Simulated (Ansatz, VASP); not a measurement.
# Ir in VASP and in Ansatz

```
CELL_PARAMETERS angstrom
0.00000 5.74680 5.74680
3.83120 0.00000 3.83120
3.83120 3.83120 0.00000
ATOMIC_POSITIONS crystal
Ir 0.00000 0.00000 0.50000
Ir 0.00000 0.50000 0.00000
Ir 0.00000 0.50000 0.50000
Ir 0.33973 0.99127 0.99127
Ir 0.32332 0.00078 0.51032
Ir 0.32332 0.51032 0.00078
Ir 0.32207 0.50592 0.50592
Ir 0.66027 0.00873 0.00873
Ir 0.67668 0.99922 0.48968
Ir 0.67668 0.48968 0.99922
Ir 0.67793 0.49408 0.49408
```

Alike in both runs: functional PBE; dispersion D4; k mesh 2 × 3 × 3; occupations gaussian, width 0.05 eV; no spin polarisation.

Ansatz relaxed the structure, and its values are those at the end. VASP's run is a single point on that final structure, the one shown.

|  | VASP | Ansatz |
| --- | --- | --- |
| version | VASP 6.6.1 | Ansatz 0.2.0 |
| potentials or method | VASP PAW PBE potentials, release 64 (Ir), cutoff 400 eV | plane waves, PAW |
| valence electrons in the cell | 99 | 187 |

|  | VASP | Ansatz | Ansatz less VASP |
| --- | --- | --- | --- |
| gap on the k mesh at the Fermi level (eV) | none | none | - |
| rms of the force components (eV/Å) | 0.026 | 0.020 | -0.0058 |

A gap of «none» marks a metal or a gap that the smearing closes. VASP's potentials hold 99 valence electrons a cell and Ansatz's 187, so a difference there can come from the potentials and not from the codes.

The k mesh is coarse, so the values compare programs but aren't converged. Neither program's run includes spin-orbit coupling.
